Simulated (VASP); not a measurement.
# Pt (P6_3/mmc) in VASP: a series of runs, part 2 of 2

VASP 6.6.1. The steps go on from the part before.

## Step 4: Single point, PBEsol

This run uses another cell than the first one, of the same volume but with other edges.

INCAR reads:

```
SYSTEM = Pt
PREC = Accurate
ENCUT = 520
EDIFF = 1E-6
ISMEAR = 0
SIGMA = 0.15
LREAL = .False.
LASPH = .True.
NELM = 80
ALGO = Fast
ISIF = 2
LWAVE = .False.
LCHARG = .True.
GGA = PS
LELF = .True.
LVHAR = .True.
NBANDS = 17
```

KPOINTS reads:

```
regular mesh
0
Gamma
  30 30 14
  0 0 0
```

POSCAR reads:

```
Pt
1.0
    2.4969648071      0.0000000000      0.0000000000
   -1.2484824035      2.1624349553      0.0000000000
    0.0000000000      0.0000000000      5.6064570514
Pt
2
Direct
    0.6666666667      0.3333333333      0.7500000000
    0.3333333333      0.6666666667      0.2500000000
```

Potentials or basis: VASP PAW PBE potentials, release 64 (Pt).

Started as:

```sh
$ cat potpaw_PBE.64/Pt/POTCAR > POTCAR
$ mpirun -np 1 vasp_std > vasp.out
```

OUTCAR:

```text
SYSTEM = Pt
   PREC = Accurate
   ENCUT = 520
   EDIFF = 1E-6
   ISMEAR = 0
   LREAL = .False.
   LASPH = .True.
   NELM = 80
   ISIF = 2
   GGA = PS

 ion  position               nearest neighbor table
   1  0.667  0.333  0.750-   2 3.15   2 3.15   2 3.15   2 3.15   2 3.15   2 3.15
   2  0.333  0.667  0.250-   1 3.15   1 3.15   1 3.15   1 3.15   1 3.15   1 3.15

  LATTYP: Found a hexagonal cell.
 ALAT       =     2.4969648071
 C/A-ratio  =     2.2453087987

  Lattice vectors:

 A1 = (   2.4969648071,   0.0000000000,   0.0000000000)
 A2 = (  -1.2484824035,   2.1624349553,   0.0000000000)
 A3 = (   0.0000000000,   0.0000000000,   5.6064570514)

Analysis of symmetry for initial positions (statically):
=====================================================================
 Subroutine PRICEL returns:
 Original cell was already a primitive cell.

 Routine SETGRP: Setting up the symmetry group for a
 hexagonal supercell.

 Subroutine GETGRP returns: Found 24 space group operations
 (whereof 12 operations were pure point group operations)
 out of a pool of 24 trial point group operations.

The static configuration has the point symmetry D_3d.
[... 164 lines left out ...]

 E-fermi :  10.8746     XC(G=0): -13.4776

 val. band max:       10.8739391695   @ k =   0.1000   0.0333   0.3571
 cond. band min:      10.8746626877   @ k =   0.0667   0.0333   0.4286
 fundamental gap:      0.0007235183
 Fermi energy:        10.8745555739

 k-point     1 :       0.0000    0.0000    0.0000
  band No.  band energies     occupation
      1       0.5102      2.00000
      2       1.8958      2.00000
      3       5.1732      2.00000
      4       6.8299      2.00000
      5       6.8299      2.00000
      6       6.9283      2.00000
[... 457 lines left out ...]
      4       5.8924      2.00000
      5       7.0440      2.00000
      6       7.4784      2.00000
[... 9 lines left out ...]
     16      29.8523      0.00000
     17      29.9402      0.00000

 [... further k-points ...]

------------------------ aborting loop because EDIFF is reached ----------------------------------------

  FORCE on cell =-STRESS in cart. coord.  units (eV):
  Direction    XX          YY          ZZ          XY          YZ          ZX
  --------------------------------------------------------------------------------------
  -------------------------------------------------------------------------------------
  Total       12.0481144     12.0481144     -3.4431038      0.0000000      0.0000000      0.0000000
  in kB      637.6548876    637.6548876   -182.2286783      0.0000000      0.0000000      0.0000000
  external PRESSURE =     364.3603656 kB  Pullay stress =       0.0000000 kB

 VOLUME and BASIS-vectors are now :
 -----------------------------------------------------------------------------
  energy-cutoff  :      520.00
  volume of cell :       30.27
      direct lattice vectors                 reciprocal lattice vectors
     2.496964807  0.000000000  0.000000000     0.400486221  0.231220828  0.000000000
    -1.248482403  2.162434955  0.000000000     0.000000000  0.462441655  0.000000000
     0.000000000  0.000000000  5.606457051     0.000000000  0.000000000  0.178365765

 POSITION                                       TOTAL-FORCE (eV/Angst)
 -----------------------------------------------------------------------------------
      1.24848      0.72081      4.20484        -0.000000      0.000000      0.000000
     -0.00000      1.44162      1.40161         0.000000     -0.000000      0.000000
 -----------------------------------------------------------------------------------
    total drift:                               -0.000000      0.000000     -0.000000

  FREE ENERGIE OF THE ION-ELECTRON SYSTEM (eV)
  ---------------------------------------------------
  free  energy   TOTEN  =       -12.5414508822 eV

  energy  without entropy=      -12.5097164308  energy(sigma->0) =      -12.52558366
```

stdout:

```text
POSCAR found type information on POSCAR Pt
 POSCAR found :  1 types and       2 ions
 scaLAPACK will be used
 -----------------------------------------------------------------------------
|                                                                             |
|                                                                             |
|     You enforced a specific xc type in the INCAR file but a different       |
|     I HOPE YOU KNOW WHAT YOU ARE DOING!                                     |
|                                                                             |
 -----------------------------------------------------------------------------

 LDA part: xc-table for (Slater+PW92), standard interpolation
 POSCAR, INCAR and KPOINTS ok, starting setup
 FFT: planning ... GRIDC
 FFT: planning ... GRID_SOFT
 FFT: planning ... GRID
 WAVECAR not read
 entering main loop
```

Wall time 6.8 min (1 thread of Intel Xeon 8259CL, shared host); peak memory 0.41 GiB.

Results:

- Free energy: -12.5415 eV
- Pressure: 36.4 GPa
- Band gap on the k mesh: zero (bands 10 and 11 overlap by 2.54 eV)

Stress tensor (GPa, compression positive):
```
 63.77   0.00   0.00
  0.00  63.77   0.00
  0.00   0.00 -18.22
```

Caveat: the cell stands under pressure; the PAW data sets were made with another functional, which shifts forces and pressure a little; spin-orbit coupling is left out, which moves the levels of the heavy elements.

## Step 5: The runs side by side

```tsv
cell	gap on the mesh (eV)	pressure (GPa)
a = 2.681, b = 2.681, c = 4.862 Å, angles 90.0, 90.0, 120.0°, 2 atoms	none	1.8
a = 2.936, b = 2.936, c = 4.056 Å, angles 90.0, 90.0, 120.0°, 2 atoms	none	7.2
a = 2.497, b = 2.497, c = 5.606 Å, angles 90.0, 90.0, 120.0°, 2 atoms	none	36.4
```

Alike in all rows: task single point; level PBEsol; potentials or basis VASP PAW PBE potentials, release 64 (Pt); no spin polarisation; k mesh 30 × 30 × 14; cutoff (eV) 520; smearing gaussian 0.15 eV.

Caveats: the PAW data sets were made with another functional, which shifts forces and pressure a little; spin-orbit coupling is left out, which moves the levels of the heavy elements; the cell stands under pressure (at least some runs).

Total energies depend on the potentials used, so only differences within one code and one set of settings carry meaning.
